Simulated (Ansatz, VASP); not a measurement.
# SiNi: VASP beside Ansatz

Contents of INCAR:

```
SYSTEM = SiNi
PREC = Accurate
ENCUT = 520
EDIFF = 1E-6
ISMEAR = 0
SIGMA = 0.1
LREAL = .FALSE.
LASPH = .TRUE.
NELM = 60
ALGO = Normal
ISIF = 2
LWAVE = .FALSE.
LCHARG = .FALSE.
GGA = PE
NBANDS = 38
```

Contents of KPOINTS:

```
Automatic mesh
0
G
  4 6 4
  0 0 0
```

File POSCAR:

```
SiNi
1.0
    5.1415350700      0.0000000000      0.0000000000
    0.0000000000      3.3212970900      0.0000000000
    0.0000000000      0.0000000000      5.5697752600
Si Ni
4 4
Direct
    0.8210893700      0.7500000000      0.5823244300
    0.1789106300      0.2500000000      0.4176755700
    0.3210893700      0.7500000000      0.9176755700
    0.6789106300      0.2500000000      0.0823244300
    0.5079498500      0.2500000000      0.6885205600
    0.4920501500      0.7500000000      0.3114794400
    0.0079498500      0.2500000000      0.8114794400
    0.9920501500      0.7500000000      0.1885205600
```

Input for Ansatz:

```yaml
crystal:
  lattice:
    - [5.14153507, 0.0, 0.0]
    - [0.0, 3.32129709, 0.0]
    - [0.0, 0.0, 5.56977526]
  atoms:
    - { symbol: Si, position: [0.82108937, 0.75, 0.58232443] }
    - { symbol: Si, position: [0.17891063, 0.25, 0.41767557] }
    - { symbol: Si, position: [0.32108937, 0.75, 0.91767557] }
    - { symbol: Si, position: [0.67891063, 0.25, 0.08232443] }
    - { symbol: Ni, position: [0.50794985, 0.25, 0.68852056] }
    - { symbol: Ni, position: [0.49205015, 0.75, 0.31147944] }
    - { symbol: Ni, position: [0.00794985, 0.25, 0.81147944] }
    - { symbol: Ni, position: [0.99205015, 0.75, 0.18852056] }
basis:
  ecutwfc: 420
kpoints:
  mp_grid: { grid: [4, 6, 4] }
hamiltonian:
  xc: pbe
scf:
  occupations: { method: gaussian, width: 0.1 }
output:
  forces: true
  stress: true
  eigenvalues: true
```

Alike in both runs: task single point; functional PBE; k mesh 4 × 6 × 4; occupations gaussian, width 0.1 eV; no spin polarisation.

```csv
,VASP,Ansatz
version,VASP 6.6.1,Ansatz 0.2.0
potentials or method,"VASP PAW PBE potentials, release 64 (Si, Ni), cutoff 520 eV","scalar-relativistic, plane waves, PAW"
valence electrons in the cell,56,88
```

```csv
,VASP,Ansatz,Ansatz less VASP
gap on the k mesh at the Fermi level (eV),none,none,-
pressure (GPa),5.2,5.2,+0.01
"traceless stress, the component that is largest in VASP (GPa)",1.40,1.34,-0.051
rms of the force components (eV/Å),0.051,0.048,-0.0027
```

Atom by atom the forces differ by 0.004 eV/Å (rms over components). A gap of «none» marks a metal or a gap that the smearing closes. VASP's potentials hold 56 valence electrons a cell and Ansatz's 88, so a difference there can come from the potentials and not from the codes.
